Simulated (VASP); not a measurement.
A run of VASP 6.6.1 is set up as follows.

File INCAR:

```
SYSTEM = In2SiH2
ALGO = Normal ; EDIFF = 1E-6
ENCUT = 500 ; GGA = PE
GGA_COMPAT = .FALSE. ; ISIF = 2
ISMEAR = 0 ; LASPH = .TRUE.
LCHARG = .TRUE. ; LELF = .TRUE.
LREAL = .FALSE. ; LVHAR = .TRUE.
LWAVE = .FALSE. ; NBANDS = 24
NELM = 120 ; PREC = Accurate
SIGMA = 0.15
```

Contents of KPOINTS:

```
k-points
0
G
  4 4 2
  0 0 0
```

File POSCAR:

```
In2SiH2
1.0
    4.4085366389     -0.0000000034      0.0000000000
   -2.2042683165      3.8179047245      0.0000000000
    0.0000000000      0.0000000000      5.9374112227
In Si H
2 1 2
Direct
    0.0000000000      0.0000000000      0.7549076845
    0.0000000000      0.0000000000      0.2450923155
    0.6666666667      0.3333333333      0.5000000000
    0.3333333333      0.6666666667      0.4348275515
    0.3333333333      0.6666666667      0.5651724485
```

Potentials or basis: VASP PAW PBE potentials, release 64 (In_d, Si, H).

Launch:

```bash
$ cat potpaw_PBE.64/In_d/POTCAR potpaw_PBE.64/Si/POTCAR potpaw_PBE.64/H/POTCAR > POTCAR
$ mpirun -np 1 vasp_std > vasp.out
```

Task: What does it give for the largest force?

Result: 0.051 eV/Å.

Task: Predict the pressure.

Result: 0.2 GPa.

Stress tensor (GPa, compression positive):
```
0.31 0.00 0.00
0.00 0.31 0.00
0.00 0.00 0.04
```

Caveat: the k points lie up to 0.53 Å⁻¹ apart.
